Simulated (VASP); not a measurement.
# GaN (P6_3mc) in VASP: a series of runs

The runs below take GaN through single point, with LDA.

All numbers are computed with VASP 6.6.1; they aren't measurements. Logs are shortened: lines on timing, memory, paths and dates and some standing lists are left out, and cuts for length are marked.

### 1 The cell of the first run

It takes space group P6_3mc (No. 186, hexagonal). The conventional cell has a = 3.183 Å, b = 3.183 Å, c = 5.189 Å, α = 90.00°, β = 90.00°, γ = 120.00°. Ga (site symmetry 3m) has 4 N at 1.95 Å within 2.6 Å. Within 2.6 Å of N (site symmetry 3m) lie 4 Ga at 1.95 Å.

### 2 Single point, LDA (11.38 Å³/atom)

Contents of INCAR:

```
ALGO = Normal ; EDIFF = 1E-7
ENCUT = 520 ; GGA = CA
ISIF = 2 ; ISMEAR = 0
LASPH = True ; LCHARG = False
LREAL = False ; LWAVE = False
NBANDS = 26 ; NELM = 100
PREC = Accurate ; SIGMA = 0.01
```

Contents of KPOINTS:

```
k-points
0
Gamma
  6 6 4
```

Contents of POSCAR:

```
GaN
1.0
    3.1830220972      0.0000000000      0.0000000000
   -1.5915110486      2.7565779970      0.0000000000
    0.0000000000      0.0000000000      5.1892768306
Ga N
2 2
Direct
    0.3333333333      0.6666666667     -0.0007572098
    0.6666666667      0.3333333333      0.4992427902
    0.3333333333      0.6666666667      0.3757572098
    0.6666666667      0.3333333333      0.8757572098
```

Potentials or basis: VASP PAW LDA potentials, release 64 (Ga_d, N).

Launch:

```
$ cat potpaw_LDA.64/Ga_d/POTCAR potpaw_LDA.64/N/POTCAR > POTCAR
$ mpirun -np 1 vasp_std > vasp.out
```

OUTCAR:

```text
EDIFF = 1E-7
   ENCUT = 520
   GGA = CA
   ISIF = 2
   ISMEAR = 0
   LASPH = True
   LREAL = False
   NELM = 100
   PREC = Accurate

 ion  position               nearest neighbor table
   1  0.333  0.667  0.999-   4 1.95   4 1.95   4 1.95   3 1.95
   2  0.667  0.333  0.499-   3 1.95   3 1.95   3 1.95   4 1.95
   3  0.333  0.667  0.376-   2 1.95   2 1.95   2 1.95   1 1.95
   4  0.667  0.333  0.876-   1 1.95   1 1.95   1 1.95   2 1.95

  LATTYP: Found a hexagonal cell.
 ALAT       =     3.1830220972
 C/A-ratio  =     1.6302987137

  Lattice vectors:

 A1 = (   3.1830220972,   0.0000000000,   0.0000000000)
 A2 = (  -1.5915110486,   2.7565779970,   0.0000000000)
 A3 = (   0.0000000000,   0.0000000000,   5.1892768306)

Analysis of symmetry for initial positions (statically):
=====================================================================
 Subroutine PRICEL returns:
 Original cell was already a primitive cell.

 Routine SETGRP: Setting up the symmetry group for a
 hexagonal supercell.

 Subroutine GETGRP returns: Found 12 space group operations
 (whereof  6 operations were pure point group operations)
 out of a pool of 24 trial point group operations.

The static configuration has the point symmetry C_3v.
 The point group associated with its full space group is C_6v.

Analysis of symmetry for dynamics (positions and initial velocities):
=====================================================================
 Subroutine PRICEL returns:
 Original cell was already a primitive cell.

 Routine SETGRP: Setting up the symmetry group for a
 hexagonal supercell.

 Subroutine GETGRP returns: Found 12 space group operations
 (whereof  6 operations were pure point group operations)
 out of a pool of 24 trial point group operations.

The dynamic configuration has the point symmetry C_3v.
 The point group associated with its full space group is C_6v.

 Subroutine INISYM returns: Found 12 space group operations
 (whereof  6 operations are pure point group operations),
 and found     1 'primitive' translations

----------------------------------------------------------------------------------------

                                     Primitive cell

  volume of cell :      45.5320
[... 84 lines left out ...]
   LNONCOLLINEAR =      F non collinear calculations
   LSORBIT =      F    spin-orbit coupling
   LASPH  =      T    aspherical Exc in radial PAW
   ENCUT  =  520.0 eV  38.22 Ry    6.18 a.u.   5.92  5.92  9.65*2*pi/ulx,y,z
   NELM   =    100;   NELMIN=  2; NELMDL= -5     # of ELM steps
   EDIFF  = 0.1E-06   stopping-criterion for ELM
   LREAL  =      F    real-space projection
   EDIFFG = 0.1E-05   stopping-criterion for IOM
   NSW    =      0    number of steps for IOM
   IBRION =     -1    ionic relax: 0-MD 1-quasi-New 2-CG
   NFREE  =      0    steps in history (QN), initial steepest desc. (CG)
   ISIF   =      2    stress and relaxation
   ISYM   =      2    0-nonsym 1-usesym 2-fastsym
   POTIM  = 0.5000    time-step for ionic-motion
   TEBEG  =    0.0;   TEEND  =   0.0 temperature during run
   PSTRESS=    0.0 pullay stress
   NELECT =      36.0000    total number of electrons
   NUPDOWN=      -1.0000    fix difference up-down
   EMIN   =  10.00;   EMAX   =-10.00  energy-range for DOS
   EFERMI =   0.00;   METHOD = LEGACY
   ISMEAR =     0;   SIGMA  =   0.01  broadening in eV -4-tet -1-fermi 0-gaus
   EFERMI_NEDOS =   21; number of points for ismear=-14 and -15
   IALGO  =     38    algorithm
   IMIX   =      4    mixing-type and parameters
     AMIX     =   0.40;   BMIX     =  1.00
     AMIX_MAG =   1.60;   BMIX_MAG =  1.00
  volume/ion in A,a.u.               =      11.38        76.82
  Fermi-wavevector in a.u.,A,eV,Ry     =   1.513805  2.860678 31.179206  2.291607
  Thomas-Fermi vector in A             =   2.623547
   LORBIT       =      0    0 simple, 1 ext, 2 COOP (PROOUT), +10 PAW based schemes
   GGA     = CA    functional components
   LHFCALC =     F    Hartree Fock is set to
   AEXX    =    0.0000 exact exchange contribution
   IVDW    =     0    specifies the selected vdW correction
   LEPSILON=     F    determine dielectric tensor
   LRPA    =     F    only Hartree local field effects (RPA)
 non-spin polarized calculation
 Gauss-broadening in eV      SIGMA  =   0.01
  energy-cutoff  :      520.00
  volume of cell :       45.53
 maximum number of plane-waves:      1260
 NGX is ok and might be reduce to    24
   NGX = 11   NGY = 11   NGZ = 19

 number of electron      35.9999989 magnetization

 Free energy of the ion-electron system (eV)
  ---------------------------------------------------
  ext. energy  EPLUGINS =         0.00000000
  ---------------------------------------------------
  free energy    TOTEN  =       -27.89086325 eV

  energy without entropy =      -27.89086325  energy(sigma->0) =      -27.89086325

 E-fermi :   5.2014     XC(G=0): -12.1394

 val. band max:        5.1104812141   @ k =   0.0000   0.0000   0.0000
 cond. band min:       7.0555823122   @ k =   0.0000   0.0000   0.0000
 fundamental gap:      1.9451010981
 Fermi energy:         5.2013642696

 k-point     1 :       0.0000    0.0000    0.0000
  band No.  band energies     occupation
      1     -10.7709      2.00000
      2      -9.8950      2.00000
      3      -8.4484      2.00000
      4      -8.4322      2.00000
      5      -8.4322      2.00000
      6      -8.3711      2.00000
[... 598 lines left out ...]
     25      18.9403      0.00000
     26      18.9404      0.00000

------------------------ aborting loop because EDIFF is reached ----------------------------------------

  FORCE on cell =-STRESS in cart. coord.  units (eV):
  Direction    XX          YY          ZZ          XY          YZ          ZX
  --------------------------------------------------------------------------------------
  -------------------------------------------------------------------------------------
  Total       -1.3103863     -1.3103863     -1.3409824      0.0000000     -0.0000000      0.0000000
  in kB      -46.1097919    -46.1097919    -47.1864031      0.0000000     -0.0000000      0.0000000
  external PRESSURE =     -46.4686623 kB  Pullay stress =       0.0000000 kB

 VOLUME and BASIS-vectors are now :
 -----------------------------------------------------------------------------
  energy-cutoff  :      520.00
  volume of cell :       45.53
      direct lattice vectors                 reciprocal lattice vectors
     3.183022097  0.000000000  0.000000000     0.314166842  0.181384311  0.000000000
    -1.591511049  2.756577997  0.000000000     0.000000000  0.362768621  0.000000000
     0.000000000  0.000000000  5.189276831     0.000000000  0.000000000  0.192705079

 POSITION                                       TOTAL-FORCE (eV/Angst)
 -----------------------------------------------------------------------------------
     -0.00000      1.83772      5.18535         0.000000     -0.000000      0.001374
      1.59151      0.91886      2.59071        -0.000000      0.000000      0.001374
     -0.00000      1.83772      1.94991        -0.000000      0.000000     -0.001374
      1.59151      0.91886      4.54455         0.000000      0.000000     -0.001374
 -----------------------------------------------------------------------------------
    total drift:                               -0.000001     -0.000001     -0.000264

  FREE ENERGIE OF THE ION-ELECTRON SYSTEM (eV)
  ---------------------------------------------------
  free  energy   TOTEN  =       -27.8908632534 eV

  energy  without entropy=      -27.8908632534  energy(sigma->0) =      -27.89086325
```

stdout:

```text
POSCAR found type information on POSCAR GaN
 POSCAR found :  2 types and       4 ions
 scaLAPACK will be used
 LDA part: xc-table for (Slater(with rela. corr.)+CA(PZ))
 , standard interpolation
 POSCAR, INCAR and KPOINTS ok, starting setup
 FFT: planning ... GRIDC
 FFT: planning ... GRID_SOFT
 FFT: planning ... GRID
 WAVECAR not read
 entering main loop
```

Wall time 12 s (1 thread of Intel Xeon 6975P-C (Granite Rapids), shared host); peak memory 0.15 GiB.

What came out:

- Free energy: -27.8909 eV
- Pressure: -4.6 GPa
- Band gap on the k mesh: 1.95 eV

Stress tensor (GPa, compression positive):
```
-4.61  0.00  0.00
 0.00 -4.61  0.00
 0.00  0.00 -4.72
```

Caveat: the cell stands under tension.

### 3 Single point, LDA

This run uses another cell than the first one, of 11.05 Å³/atom.

Contents of INCAR:

```
  ALGO = Normal
  EDIFF = 1E-6
  ENCUT = 520
  ISIF = 2
  ISMEAR = -1
  LASPH = True
  LCHARG = False
  LREAL = False
  LWAVE = False
  NBANDS = 26
  NELM = 60
  PREC = Accurate
  SIGMA = 0.1
```

Contents of KPOINTS:

```
k-points
0
Gamma
  12 12 6
```

Contents of POSCAR:

```
GaN
1.0
    3.1518139885      0.0000000000      0.0000000000
   -1.5759069942      2.7295509820      0.0000000000
    0.0000000000      0.0000000000      5.1383982911
Ga N
2 2
Direct
    0.3333333333      0.6666666667     -0.0007038784
    0.6666666667      0.3333333333      0.4992961216
    0.3333333333      0.6666666667      0.3757038784
    0.6666666667      0.3333333333      0.8757038784
```

Potentials or basis: VASP PAW LDA potentials, release 64 (Ga_d, N).

Launch:

```
$ cat potpaw_LDA.64/Ga_d/POTCAR potpaw_LDA.64/N/POTCAR > POTCAR
$ mpirun -np 1 vasp_std > vasp.out
```

OUTCAR:

```text
EDIFF = 1E-6
   ENCUT = 520
   ISIF = 2
   ISMEAR = -1
   LASPH = True
   LREAL = False
   NELM = 60
   PREC = Accurate

 ion  position               nearest neighbor table
   1  0.333  0.667  0.999-   4 1.93   4 1.93   4 1.93   3 1.93
   2  0.667  0.333  0.499-   3 1.93   3 1.93   3 1.93   4 1.93
   3  0.333  0.667  0.376-   2 1.93   2 1.93   2 1.93   1 1.93
   4  0.667  0.333  0.876-   1 1.93   1 1.93   1 1.93   2 1.93

  LATTYP: Found a hexagonal cell.
 ALAT       =     3.1518139885
 C/A-ratio  =     1.6302987136

  Lattice vectors:
[... 893 lines left out ...]
  Direction    XX          YY          ZZ          XY          YZ          ZX
  --------------------------------------------------------------------------------------
  -------------------------------------------------------------------------------------
  Total        0.2999828      0.2999828      0.2970863      0.0000000      0.0000000     -0.0000000
  in kB       10.8724502     10.8724502     10.7674707      0.0000000      0.0000000     -0.0000000
  external PRESSURE =      10.8374570 kB  Pullay stress =       0.0000000 kB

 VOLUME and BASIS-vectors are now :
 -----------------------------------------------------------------------------
  energy-cutoff  :      520.00
  volume of cell :       44.21
      direct lattice vectors                 reciprocal lattice vectors
     3.151813988  0.000000000  0.000000000     0.317277607  0.183180312  0.000000000
    -1.575906994  2.729550982  0.000000000     0.000000000  0.366360624  0.000000000
     0.000000000  0.000000000  5.138398291     0.000000000  0.000000000  0.194613174

 POSITION                                       TOTAL-FORCE (eV/Angst)
 -----------------------------------------------------------------------------------
     -0.00000      1.81970      5.13478         0.000000     -0.000000      0.001536
      1.57591      0.90985      2.56558        -0.000000      0.000000      0.001536
     -0.00000      1.81970      1.93052        -0.000000      0.000000     -0.001536
      1.57591      0.90985      4.49972         0.000000     -0.000000     -0.001536
 -----------------------------------------------------------------------------------
    total drift:                               -0.000001     -0.000001      0.000759

  FREE ENERGIE OF THE ION-ELECTRON SYSTEM (eV)
  ---------------------------------------------------
  free  energy   TOTEN  =       -27.9098645836 eV

  energy  without entropy=      -27.9098640657  energy(sigma->0) =      -27.90986432
```

OSZICAR:

```text
N       E                     dE             d eps       ncg     rms          rms(c)
DAV:   1     0.274061726694E+03    0.27406E+03   -0.17650E+04  4348   0.261E+03
DAV:   2     0.344356742920E+01   -0.27062E+03   -0.25460E+03  4248   0.485E+02
DAV:   3    -0.309886587253E+02   -0.34432E+02   -0.33943E+02  4760   0.141E+02
DAV:   4    -0.320596104242E+02   -0.10710E+01   -0.10666E+01  4552   0.261E+01
DAV:   5    -0.320802706413E+02   -0.20660E-01   -0.20635E-01  4874   0.359E+00    0.108E+01
DAV:   6    -0.279436467124E+02    0.41366E+01   -0.10190E+01  6524   0.509E+01    0.317E+00
DAV:   7    -0.279704530209E+02   -0.26806E-01   -0.12598E+00  4254   0.831E+00    0.259E+00
DAV:   8    -0.279330003007E+02    0.37453E-01   -0.25006E-01  6402   0.516E+00    0.133E+00
DAV:   9    -0.279093576625E+02    0.23643E-01   -0.64367E-02  6272   0.396E+00    0.383E-01
DAV:  10    -0.279100715509E+02   -0.71389E-03   -0.62726E-03  4148   0.567E-01    0.186E-01
DAV:  11    -0.279098740316E+02    0.19752E-03   -0.10892E-03  5684   0.627E-01    0.752E-02
DAV:  12    -0.279098935778E+02   -0.19546E-04   -0.14336E-04  4154   0.747E-02    0.101E-01
DAV:  13    -0.279098775992E+02    0.15979E-04   -0.95645E-06  5288   0.292E-02    0.752E-02
DAV:  14    -0.279098678027E+02    0.97965E-05   -0.10615E-05  5112   0.304E-02    0.387E-02
DAV:  15    -0.279098663777E+02    0.14250E-05   -0.28462E-06  2894   0.109E-02    0.267E-02
DAV:  16    -0.279098650354E+02    0.13423E-05   -0.19025E-06  3256   0.123E-02    0.143E-02
DAV:  17    -0.279098645836E+02    0.45181E-06   -0.99363E-07  2290   0.124E-02
   1 F= -.27909865E+02 E0= -.27909864E+02  d E =-.517932E-06
```

It took 32 s on 1 thread of Intel Xeon 6975P-C (Granite Rapids), shared host; peak memory 0.19 GiB.

What came out:

- Free energy: -27.9099 eV
- Pressure: 1.1 GPa
- Band gap on the k mesh: 2.15 eV
